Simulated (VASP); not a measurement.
TiFeC4N4, 10 atoms in the cell. It takes space group P4/mmm (No. 123, tetragonal). The conventional cell has a = 7.303 Å, b = 7.303 Å, c = 3.345 Å, α = 90.00°, β = 90.00°, γ = 90.00°. Ti (site symmetry 4/mmm) has 4 C at 2.14 Å within 2.8 Å. Fe (site symmetry 4/mmm) has 4 N at 1.85 Å within 2.5 Å. Within 1.6 Å of C (site symmetry m2m) lie 1 N at 1.17 Å. Within 1.6 Å of N (site symmetry m2m) lie 1 C at 1.17 Å. 

```yaml
Program: VASP 6.6.1
Task: single point
Functional: PBE
Potentials_or_basis: VASP PAW PBE potentials, release 64 (Ti_sv, Fe, C, N)
Cutoff: 600 eV
k_mesh: 4 × 4 × 6
Occupations: gaussian, width 0.1 eV
Spin: collinear spin, ferromagnetic start
Starting_moments: "[-1.0, -4.0, 0.0, 0.0, 0.0, 0.0, 0.0, 0.0, 0.0, 0.0] μB"
Dipole_correction: no
Further_INCAR_settings: ALGO = Normal; EDIFF = 1e-06; NBANDS = 43
```

Potentials or basis: VASP PAW PBE potentials, release 64 (Ti_sv, Fe, C, N).

Launch:

```console
$ cat potpaw_PBE.64/Ti_sv/POTCAR potpaw_PBE.64/Fe/POTCAR potpaw_PBE.64/C/POTCAR potpaw_PBE.64/N/POTCAR > POTCAR
$ mpirun -np 1 vasp_std > vasp.out
```

Hardware: 1 thread of Intel(R) Xeon(R) Platinum 8559C (Emerald Rapids) (shared host).

**Question.** Estimate the wall time of this run.

**Answer.** It took 30 min on 1 thread of Intel(R) Xeon(R) Platinum 8559C (Emerald Rapids), on a shared host, peak memory 0.65 GiB. Counts: scf iterations 88, k points 24.
